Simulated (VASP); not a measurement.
# HgTe (F-43m) in VASP: single point with PBE

Aim: the single point of HgTe with PBE.

All numbers are computed with VASP 6.6.1; they aren't measurements. Logs are shortened: lines on timing, memory, paths and dates and some standing lists are left out, and cuts for length are marked.

## Step 1: The cell of the first run

It takes space group F-43m (No. 216, cubic). The conventional cell has a = 6.429 Å, b = 6.429 Å, c = 6.429 Å, α = 90.00°, β = 90.00°, γ = 90.00°. Hg (site symmetry -43m) has 4 Te at 2.78 Å within 3.7 Å. Te (site symmetry -43m) has 4 Hg at 2.78 Å within 3.7 Å.

## Step 2: Single point, PBE

INCAR

```
PREC = Accurate
ENCUT = 520
EDIFF = 1E-7
ISMEAR = -1
SIGMA = 0.03
LREAL = F
LASPH = T
NELM = 60
ALGO = Normal
ISIF = 2
LWAVE = F
LCHARG = F
GGA = PE
NBANDS = 16
```

KPOINTS

```
regular mesh
0
Gamma
  6 6 6
```

POSCAR

```
HgTe
1.0
    0.0000000000      3.2145000000      3.2145000000
    3.2145000000      0.0000000000      3.2145000000
    3.2145000000      3.2145000000      0.0000000000
Hg Te
1 1
Direct
    0.0000000000      0.0000000000      0.0000000000
    0.7500000000      0.7500000000      0.7500000000
```

Potentials or basis: VASP PAW PBE potentials, release 64 (Hg, Te).

Run with:

```console
$ cat potpaw_PBE.64/Hg/POTCAR potpaw_PBE.64/Te/POTCAR > POTCAR
$ mpirun -np 1 vasp_std > vasp.out
```

OUTCAR:

```text
PREC = Accurate
   ENCUT = 520
   EDIFF = 1E-7
   ISMEAR = -1
   LREAL = F
   LASPH = T
   NELM = 60
   ISIF = 2
   GGA = PE

 ion  position               nearest neighbor table
   1  0.000  0.000  0.000-   2 2.78   2 2.78   2 2.78   2 2.78
   2  0.750  0.750  0.750-   1 2.78   1 2.78   1 2.78   1 2.78

  LATTYP: Found a face centered cubic cell.
 ALAT       =     6.4290000000

  Lattice vectors:

 A1 = (   0.0000000000,   3.2145000000,   3.2145000000)
 A2 = (   3.2145000000,   0.0000000000,   3.2145000000)
 A3 = (   3.2145000000,   3.2145000000,   0.0000000000)

Analysis of symmetry for initial positions (statically):
=====================================================================
 Subroutine PRICEL returns:
 Original cell was already a primitive cell.

 Routine SETGRP: Setting up the symmetry group for a
 face centered cubic supercell.

 Subroutine GETGRP returns: Found 24 space group operations
 (whereof 24 operations were pure point group operations)
 out of a pool of 48 trial point group operations.

The static configuration has the point symmetry T_d .

Analysis of symmetry for dynamics (positions and initial velocities):
=====================================================================
 Subroutine PRICEL returns:
 Original cell was already a primitive cell.

 Routine SETGRP: Setting up the symmetry group for a
 face centered cubic supercell.

 Subroutine GETGRP returns: Found 24 space group operations
 (whereof 24 operations were pure point group operations)
 out of a pool of 48 trial point group operations.

The dynamic configuration has the point symmetry T_d .

 Subroutine INISYM returns: Found 24 space group operations
 (whereof 24 operations are pure point group operations),
 and found     1 'primitive' translations

----------------------------------------------------------------------------------------

                                     Primitive cell

  volume of cell :      66.4309

  direct lattice vectors                    reciprocal lattice vectors
     0.000000000  3.214500000  3.214500000    -0.155545186  0.155545186  0.155545186
     3.214500000  0.000000000  3.214500000     0.155545186 -0.155545186  0.155545186
     3.214500000  3.214500000  0.000000000     0.155545186  0.155545186 -0.155545186
[... 65 lines left out ...]
 SYSTEM =  unknown system
   PREC   = accura    normal or accurate (medium, high low for compatibility)
   ISTART =      0    job   : 0-new  1-cont  2-samecut
   ICHARG =      2    charge: 1-file 2-atom 10-const
   ISPIN  =      1    spin polarized calculation?
   LNONCOLLINEAR =      F non collinear calculations
   LSORBIT =      F    spin-orbit coupling
   LASPH  =      T    aspherical Exc in radial PAW
   ENCUT  =  520.0 eV  38.22 Ry    6.18 a.u.   8.45  8.45  8.45*2*pi/ulx,y,z
   NELM   =     60;   NELMIN=  2; NELMDL= -5     # of ELM steps
   EDIFF  = 0.1E-06   stopping-criterion for ELM
   LREAL  =      F    real-space projection
   EDIFFG = 0.1E-05   stopping-criterion for IOM
   NSW    =      0    number of steps for IOM
   IBRION =     -1    ionic relax: 0-MD 1-quasi-New 2-CG
   NFREE  =      0    steps in history (QN), initial steepest desc. (CG)
   ISIF   =      2    stress and relaxation
   ISYM   =      2    0-nonsym 1-usesym 2-fastsym
   POTIM  = 0.5000    time-step for ionic-motion
   TEBEG  =    0.0;   TEEND  =   0.0 temperature during run
   PSTRESS=    0.0 pullay stress
   NELECT =      18.0000    total number of electrons
   NUPDOWN=      -1.0000    fix difference up-down
   EMIN   =  10.00;   EMAX   =-10.00  energy-range for DOS
   EFERMI =   0.00;   METHOD = LEGACY
   ISMEAR =    -1;   SIGMA  =   0.03  broadening in eV -4-tet -1-fermi 0-gaus
   EFERMI_NEDOS =   21; number of points for ismear=-14 and -15
   IALGO  =     38    algorithm
   IMIX   =      4    mixing-type and parameters
     AMIX     =   0.40;   BMIX     =  1.00
     AMIX_MAG =   1.60;   BMIX_MAG =  1.00
  volume/ion in A,a.u.               =      33.22       224.15
  Fermi-wavevector in a.u.,A,eV,Ry     =   1.059357  2.001894 15.268958  1.122237
  Thomas-Fermi vector in A             =   2.194699
   LORBIT       =      0    0 simple, 1 ext, 2 COOP (PROOUT), +10 PAW based schemes
   GGA     = PE    functional components
[... 5 lines left out ...]
 non-spin polarized calculation
  energy-cutoff  :      520.00
  volume of cell :       66.43
 maximum number of plane-waves:      1820
 NGX is ok and might be reduce to    36
   NGX = 17   NGY = 17   NGZ = 17

 number of electron      18.0000000 magnetization

 Free energy of the ion-electron system (eV)
  ---------------------------------------------------
  ext. energy  EPLUGINS =         0.00000000
  ---------------------------------------------------
  free energy    TOTEN  =        -3.54403982 eV

  energy without entropy =       -3.54350831  energy(sigma->0) =       -3.54377406

 E-fermi :   3.2986     XC(G=0):  -8.8156

 val. band max:        3.2777621924   @ k =   0.0000   0.0000   0.0000
 cond. band min:       3.9819696252   @ k =   0.5000   0.0000   0.0000
 fundamental gap:      0.7042074328
 Fermi energy:         3.2985724573

 k-point     1 :       0.0000    0.0000    0.0000
  band No.  band energies     occupation
      1      -8.8279      2.00000
      2      -4.1788      2.00000
      3      -4.1788      2.00000
      4      -4.1788      2.00000
      5      -3.6297      2.00000
      6      -3.6297      2.00000
[... 281 lines left out ...]
      3      -3.8823      2.00000
      4      -3.7559      2.00000
      5      -3.6125      2.00000
      6      -3.0235      2.00000
[... 8 lines left out ...]
     15      14.1908      0.00000
     16      14.4846      0.00000

------------------------ aborting loop because EDIFF is reached ----------------------------------------

  FORCE on cell =-STRESS in cart. coord.  units (eV):
  Direction    XX          YY          ZZ          XY          YZ          ZX
  --------------------------------------------------------------------------------------
  -------------------------------------------------------------------------------------
  Total        1.9429607      1.9429607      1.9429607      0.0000000     -0.0000000     -0.0000000
  in kB       46.8602185     46.8602185     46.8602185      0.0000000     -0.0000000     -0.0000000
  external PRESSURE =      46.8602185 kB  Pullay stress =       0.0000000 kB

 VOLUME and BASIS-vectors are now :
 -----------------------------------------------------------------------------
  energy-cutoff  :      520.00
  volume of cell :       66.43
      direct lattice vectors                 reciprocal lattice vectors
     0.000000000  3.214500000  3.214500000    -0.155545186  0.155545186  0.155545186
     3.214500000  0.000000000  3.214500000     0.155545186 -0.155545186  0.155545186
     3.214500000  3.214500000  0.000000000     0.155545186  0.155545186 -0.155545186

 POSITION                                       TOTAL-FORCE (eV/Angst)
 -----------------------------------------------------------------------------------
      0.00000      0.00000      0.00000         0.000000     -0.000000      0.000000
      4.82175      4.82175      4.82175        -0.000000      0.000000     -0.000000
 -----------------------------------------------------------------------------------
    total drift:                                0.000000      0.000000      0.000000

  FREE ENERGIE OF THE ION-ELECTRON SYSTEM (eV)
  ---------------------------------------------------
  free  energy   TOTEN  =        -3.5440398168 eV

  energy  without entropy=       -3.5435083067  energy(sigma->0) =       -3.54377406
```

OSZICAR:

```text
N       E                     dE             d eps       ncg     rms          rms(c)
DAV:   1     0.107353530470E+03    0.10735E+03   -0.81859E+03   520   0.974E+02
DAV:   2    -0.509739970025E-01   -0.10740E+03   -0.10058E+03   624   0.232E+02
DAV:   3    -0.372732357271E+01   -0.36763E+01   -0.36635E+01   592   0.435E+01
DAV:   4    -0.376078045968E+01   -0.33457E-01   -0.33455E-01   784   0.390E+00
DAV:   5    -0.376090080364E+01   -0.12034E-03   -0.12034E-03   632   0.195E-01    0.796E+00
DAV:   6    -0.355293868157E+01    0.20796E+00   -0.40530E-01   592   0.867E+00    0.624E+00
DAV:   7    -0.354480455957E+01    0.81341E-02   -0.10493E-01   560   0.223E+00    0.223E+00
DAV:   8    -0.354397476489E+01    0.82979E-03   -0.11758E-02   600   0.125E+00    0.563E-01
DAV:   9    -0.354399516753E+01   -0.20403E-04   -0.75774E-04   624   0.322E-01    0.140E-01
DAV:  10    -0.354402618916E+01   -0.31022E-04   -0.91013E-05   608   0.839E-02    0.505E-02
DAV:  11    -0.354404260183E+01   -0.16413E-04   -0.40885E-05   584   0.508E-02    0.441E-02
DAV:  12    -0.354404016174E+01    0.24401E-05   -0.48873E-06   608   0.211E-02    0.219E-02
DAV:  13    -0.354403991492E+01    0.24682E-06   -0.86417E-07   608   0.477E-03    0.658E-03
DAV:  14    -0.354403979675E+01    0.11817E-06   -0.35121E-07   576   0.584E-03    0.488E-03
DAV:  15    -0.354403981685E+01   -0.20100E-07   -0.42299E-08   344   0.168E-03
   1 F= -.35440398E+01 E0= -.35437741E+01  d E =-.531510E-03
```

Run time: 19 s. Hardware: 1 thread of Intel Xeon Platinum 8488C (Sapphire Rapids), shared host; peak memory 0.2 GiB.

Results:

```yaml
Free_energy: -3.5440 eV
Pressure: 4.7 GPa
Band_gap_on_the_k_mesh: zero (filled and empty bands touch)
```

Levels at points of the mesh, in eV from the Fermi level:
| k point | band 5 | band 6 | band 7 | band 8 | band 9 | band 10 | band 11 | band 12 | band 13 | band 14 |
| --- | --- | --- | --- | --- | --- | --- | --- | --- | --- | --- |
| (0.00, 0.00, 0.00) | -6.93 | -6.93 | -0.71 | -0.02 | -0.02 | -0.02 | 4.17 | 4.17 | 4.17 | 6.45 |
| (0.50, 0.00, 0.00) | -6.91 | -6.61 | -5.62 | -1.04 | -1.04 | 0.68 | 4.99 | 4.99 | 6.84 | 7.92 |
| (0.50, 0.50, 0.00) | -6.86 | -6.45 | -5.55 | -2.37 | -2.37 | 1.87 | 2.42 | 8.26 | 8.91 | 8.91 |

Caveat: spin-orbit coupling is left out, which moves the levels of the heavy elements.
